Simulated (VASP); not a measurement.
A run of VASP 6.6.1 is set up as follows.

File INCAR:

```
  ALGO = Normal
  EDIFF = 1E-6
  ENCUT = 520
  GGA = CA
  ISIF = 2
  ISMEAR = 0
  LASPH = True
  LCHARG = False
  LREAL = False
  LWAVE = False
  NBANDS = 29
  NELM = 80
  PREC = Accurate
  SIGMA = 0.05
```

File KPOINTS:

```
k-points
0
Gamma
  6 6 6
```

Contents of POSCAR:

```
CsCdCl3
1.0
    5.2000000000      0.0000000000      0.0000000000
    0.0000000000      5.2000000000      0.0000000000
    0.0000000000      0.0000000000      5.2780000000
Cs Cd Cl
1 1 3
Direct
    0.0000000000      0.0000000000      0.0000000000
    0.5000000000      0.5000000000      0.5000000000
    0.0000000000      0.5000000000      0.5000000000
    0.5000000000      0.0000000000      0.5000000000
    0.5000000000      0.5000000000      0.0000000000
```

Potentials or basis: VASP PAW LDA potentials, release 64 (Cs_sv, Cd, Cl).

Command:

```sh
$ cat potpaw_LDA.64/Cs_sv/POTCAR potpaw_LDA.64/Cd/POTCAR potpaw_LDA.64/Cl/POTCAR > POTCAR
$ mpirun -np 1 vasp_std > vasp.out
```

Question: Estimate the pressure.

Answer: -2.2 GPa.

Question: Predict the band gap on the k mesh.

Answer: 1.49 eV (least direct gap 2.06 eV).

Stress tensor (GPa, compression positive):
```
-1.97  0.00  0.00
 0.00 -1.97  0.00
 0.00  0.00 -2.54
```

Caveat: the cell differs from its parent crystal (strain +0.000 along x and y, +0.015 along z); spin-orbit coupling is left out, which moves the levels of the heavy elements. A k mesh can miss the band edges.
